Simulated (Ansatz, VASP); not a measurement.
# One calculation of InH3, two programs

```
In H
1.0
     3.86082    0.00000    0.00000
     0.00000    6.56958    0.00000
     0.00000    0.00000    7.53256
In H
3 9
Direct
  0.00000 0.00000 0.24596
  0.00000 0.00000 0.75404
  0.00000 0.50000 0.00000
  0.50000 0.00000 0.26240
  0.00000 0.00000 0.00000
  0.00000 0.00000 0.50000
  0.00000 0.70550 0.18885
  0.00000 0.29450 0.18885
  0.50000 0.00000 0.73760
  0.00000 0.70550 0.81115
  0.00000 0.29450 0.81115
  0.50000 0.50000 0.00000
```

Alike in both runs: functional PBE; k mesh 10 × 6 × 6; occupations gaussian, width 0.1 eV; no spin polarisation.

Ansatz relaxed the structure, and its values are those at the end. VASP's run is a single point on that final structure, the one shown.

|  | VASP | Ansatz |
| --- | --- | --- |
| version | VASP 6.6.1 | Ansatz 0.2.0 |
| potentials or method | VASP PAW PBE potentials, release 64 (In_d, H), cutoff 520 eV | scalar-relativistic, plane waves, PAW |
| valence electrons in the cell | 48 | 48 |

Ansatz gave:

| Item | Value |
| --- | --- |
| gap on the k mesh at the Fermi level (eV) | none |
| pressure (GPa) | 0.0 |

Q: What did VASP give for the same quantities?

A: gap on the k mesh at the Fermi level (eV): none; pressure (GPa): -0.1.

A gap of «none» marks a metal or a gap that the smearing closes.
